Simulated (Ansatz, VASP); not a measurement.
**Al2Au: VASP beside Ansatz**

```
Al Au
1.0
     0.00000    3.03106    3.03106
     3.03106    0.00000    3.03106
     3.03106    3.03106    0.00000
Al Au
2 1
Direct
  0.25000 0.25000 0.25000
  0.75000 0.75000 0.75000
  0.00000 0.00000 0.00000
```

Alike in both runs: functional PBE; k mesh 14 × 14 × 14; occupations gaussian, width 0.1 eV; no spin polarisation.

Ansatz relaxed the structure, and its values are those at the end. VASP's run is a single point on that final structure, the one shown.

```csv
,VASP,Ansatz
version,VASP 6.6.1,Ansatz 0.2.0
potentials or method,"VASP PAW PBE potentials, release 64 (Al, Au), cutoff 520 eV","scalar-relativistic, plane waves, PAW"
valence electrons in the cell,17,25
```

|  | VASP | Ansatz | Ansatz less VASP |
| --- | --- | --- | --- |
| gap on the k mesh at the Fermi level (eV) | none | none | - |
| pressure (GPa) | -0.3 | 0.0 | +0.23 |

A gap of «none» marks a metal or a gap that the smearing closes. VASP's potentials hold 17 valence electrons a cell and Ansatz's 25, so a difference there can come from the potentials and not from the codes.

Neither program's run includes spin-orbit coupling.
